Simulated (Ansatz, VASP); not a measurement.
# ZnO: VASP beside Ansatz

```
Zn O
1.0
     3.33729    0.00000    0.00000
    -1.66864    2.89018    0.00000
     0.00000    0.00000    6.91653
Zn O
2 2
Direct
  0.00000 0.00000 0.75000
  0.00000 0.00000 0.25000
  0.33333 0.66667 0.25000
  0.66667 0.33333 0.75000
```

Change from the starting cell: strain +0.015 along x and y, -0.030 along z, atoms carried along.

Alike in both runs: task single point; functional PBEsol; k mesh 9 × 9 × 4; occupations gaussian, width 0.05 eV; no spin polarisation.

```csv
,VASP,Ansatz
version,VASP 6.6.1,Ansatz 0.2.0
potentials or method,"VASP PAW PBE potentials, release 64 (Zn, O), cutoff 520 eV","scalar-relativistic, plane waves, PAW"
valence electrons in the cell,36,36
```

```tsv
	VASP	Ansatz	Ansatz less VASP
gap on the k mesh at the Fermi level (eV)	0.68	0.69	+0.002
least direct gap on the mesh (eV)	0.68	0.69	+0.002
pressure (GPa)	-7.5	-8.1	-0.59
traceless stress, the component that is largest in VASP (GPa)	6.55	7.24	+0.687
```

VASP's potentials were made for PBE, not for PBEsol. With one functional, cell and mesh, what is left measures potentials, basis and numerics.
